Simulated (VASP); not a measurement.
The system is AsIr.

```
As Ir
1.0
     3.27518    0.00000    0.00000
     0.00000    3.27518    0.00000
     0.00000    0.00000    3.27518
As Ir
1 1
Direct
  0.00000 0.00000 0.00000
  0.50000 0.50000 0.50000
```

* Program: VASP 6.6.1
* Task: relaxation of cell and atoms
* Functional: PBE
* Potentials or basis: VASP PAW PBE potentials, release 64 (As, Ir)
* Cutoff: 600 eV
* k mesh: 6 × 6 × 6
* Occupations: gaussian, width 0.1 eV
* Spin: no spin polarisation

At the start: pressure -16.2 GPa; volume 17.57 Å³/atom.

Problem. Where does the relaxation end?

Solution. Over 4 steps the energy falls by 109.2 meV/atom and the volume is 15.63 Å³/atom (-11.0 %); space group Pm-3m (No. 221, to 0.05 Å).

Step by step:
```csv
step,energy change (eV),largest force (eV/Å),pressure (GPa),volume (Å³)
1,0.0000,0.0000,-16.16,35.13
2,0.2579,0.0000,40.92,26.87
3,-0.2180,0.0000,-0.89,31.37
4,-0.2185,0.0000,-0.22,31.26
```

Final structure:
```
As Ir
1.0
     3.14997    0.00000    0.00000
     0.00000    3.14997    0.00000
     0.00000    0.00000    3.14997
As Ir
1 1
Direct
  0.00000 0.00000 0.00000
  0.50000 0.50000 0.50000
```
